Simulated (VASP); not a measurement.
Input of a VASP 6.6.1 run:

Contents of INCAR:

```
SYSTEM = RbCl
ALGO     = Normal         ! electronic algorithm
EDIFF    = 1E-6           ! SCF threshold, eV
ENCUT    = 500            ! plane-wave cutoff, eV
GGA      = PE             ! functional
GGA_COMPAT= .False.      
ISIF     = 2              ! what is computed and relaxed
ISMEAR   = -1             ! smearing method
LASPH    = .True.         ! aspherical terms in the spheres
LCHARG   = .False.        ! write CHGCAR
LNONCOLLINEAR= .True.         ! non-collinear magnetism
LORBIT   = 11             ! projections on sites
LORBMOM  = .True.       
LREAL    = .False.        ! projectors in reciprocal space
LSORBIT  = .True.         ! spin-orbit coupling
LWAVE    = .False.        ! write WAVECAR
MAGMOM   = 0 0 0 0 0 0    ! initial moments
NBANDS   = 28             ! bands
NELM     = 200            ! most SCF steps
PREC     = Accurate       ! precision mode
SIGMA    = 0.05           ! smearing width, eV
```

Contents of KPOINTS:

```
k-points
0
Gamma
  10 10 10
  0 0 0
```

Contents of POSCAR:

```
RbCl
1.0
    0.0000000000      3.3489618109      3.3489618109
    3.3489618109      0.0000000000      3.3489618109
    3.3489618109      3.3489618109      0.0000000000
Rb Cl
1 1
Direct
    0.0000000000      0.0000000000      0.0000000000
    0.5000000000      0.5000000000      0.5000000000
```

Potentials or basis: VASP PAW PBE potentials, release 64 (Rb_sv, Cl).

Command:

```sh
$ cat potpaw_PBE.64/Rb_sv/POTCAR potpaw_PBE.64/Cl/POTCAR > POTCAR
$ mpirun -np 1 vasp_ncl > vasp.out
```

(1) Predict the pressure.

(2) What does it give for the net moment?

Results:

(1) 0.0 GPa.

(2) 0.00 μB per cell.
